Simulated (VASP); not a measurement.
Write the native input for VASP 6.6.1 that does the following.

```yaml
Task: relaxation of cell and atoms
Functional: PBE
Potentials_or_basis: VASP PAW PBE potentials, release 64 (Li_sv, Si, S)
Cutoff: 750 eV
k_mesh: 6 × 6 × 6
Occupations: gaussian, width 0.1 eV
Spin: no spin polarisation
Dipole_correction: no
Further_INCAR_settings: ALGO = Normal; EDIFF = 1e-07; IBRION = 2; EDIFFG = -0.01; NSW = 100; ISIF = 3
```

The structure of LiSiS3 lies in POSCAR:

```
LiSiS3
1.0
    6.2505626587      0.0000000000      0.0000000000
   -3.1252813294      5.4131460504      0.0000000000
    0.0000000000      0.0000000000      5.9008747892
Li Si S
2 2 6
Direct
    0.3333333333      0.6666666667      0.7500000000
    0.6666666667      0.3333333333      0.2500000000
    0.0000000000      0.0000000000      0.0000000000
    0.0000000000      0.0000000000      0.5000000000
    0.8384220200      0.6768440400      0.7500000000
    0.3231559600      0.1615779800      0.7500000000
    0.8384220200      0.1615779800      0.7500000000
    0.1615779800      0.3231559600      0.2500000000
    0.6768440400      0.8384220200      0.2500000000
    0.1615779800      0.8384220200      0.2500000000
```

These files were run (other wordings do the same):

INCAR

```
ALGO = Normal
EDIFF = 1E-7
EDIFFG = -0.01
ENCUT = 750
GGA = PE
GGA_COMPAT = False
IBRION = 2
ISIF = 3
ISMEAR = 0
LASPH = True
LCHARG = False
LREAL = False
LWAVE = False
NELM = 120
NELMIN = 4
NSW = 100
PREC = Accurate
SIGMA = 0.1
```

KPOINTS

```
k-points
0
Gamma
  6 6 6
```

Potentials or basis: VASP PAW PBE potentials, release 64 (Li_sv, Si, S).

The run is started by

```sh
$ cat potpaw_PBE.64/Li_sv/POTCAR potpaw_PBE.64/Si/POTCAR potpaw_PBE.64/S/POTCAR > POTCAR
$ mpirun -np 1 vasp_std > vasp.out
```

It gave:

```yaml
Relaxed_volume: 20.25 Å³/atom
Relaxed_cell: a = 6.312 Å, b = 6.312 Å, c = 5.869 Å, α = 90.00°, β = 90.00°, γ = 120.00°
Space_group_after_relaxing_to_0.1_Å: P6_3/mmc (No. 194)
Energy_gained_by_relaxing: 1.0 meV/atom
Ionic_steps: 6
Pressure_after_relaxing: 0.0 GPa
Band_gap_on_the_k_mesh: zero (bands 25 and 26 overlap by 1.14 eV)
```

It took 31 min on 1 thread of Oxide Virtual Turin-like Processor, with other jobs on the host, peak memory 0.56 GiB.
